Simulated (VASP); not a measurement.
Set up this calculation in VASP 6.6.1, as the native input.

* Task: relaxation of cell and atoms
* Functional: LDA
* Potentials or basis: VASP PAW LDA potentials, release 64 (B)
* Cutoff: 600 eV
* k mesh: 18 × 18 × 18
* Occupations: fermi-dirac, width 0.1 eV
* Spin: no spin polarisation
* Dipole correction: no
* Further INCAR settings: ALGO = Normal; EDIFF = 1e-07; IBRION = 2; EDIFFG = -0.01; NSW = 80; ISIF = 3

The structure of B lies in POSCAR:

```
B
1.0
   -1.1789190289      1.1789190289      1.1789190289
    1.1789190289     -1.1789190289      1.1789190289
    1.1789190289      1.1789190289     -1.1789190289
B
1
Direct
    0.0000000000      0.0000000000      0.0000000000
```

These files were run (other wordings do the same):

INCAR

```
SYSTEM = B
PREC = Accurate
ENCUT = 600
EDIFF = 1E-7
ISMEAR = -1
SIGMA = 0.1
LREAL = .FALSE.
LASPH = .TRUE.
NELM = 100
ALGO = Normal
ISIF = 3
LWAVE = .FALSE.
LCHARG = .FALSE.
GGA = CA
IBRION = 2
NSW = 80
EDIFFG = -0.01
```

KPOINTS

```
regular mesh
0
G
  18 18 18
  0 0 0
```

Potentials or basis: VASP PAW LDA potentials, release 64 (B).

Launch:

```sh
$ cat potpaw_LDA.64/B/POTCAR > POTCAR
$ mpirun -np 1 vasp_std > vasp.out
```

It gave:

- Relaxed volume: 5.94 Å³/atom
- Relaxed cell: a = 1.976 Å, b = 1.976 Å, c = 1.976 Å, α = 109.47°, β = 109.47°, γ = 109.47°
- Space group after relaxing (to 0.05 Å): Im-3m (No. 229)
- Energy gained by relaxing: 42.2 meV/atom
- Ionic steps: 3
- Pressure after relaxing: 0.1 GPa

Wall time 2.7 s on 1 thread of Intel(R) Xeon(R) 6975P-C (Granite Rapids), with other jobs on the host, peak memory 0.11 GiB.
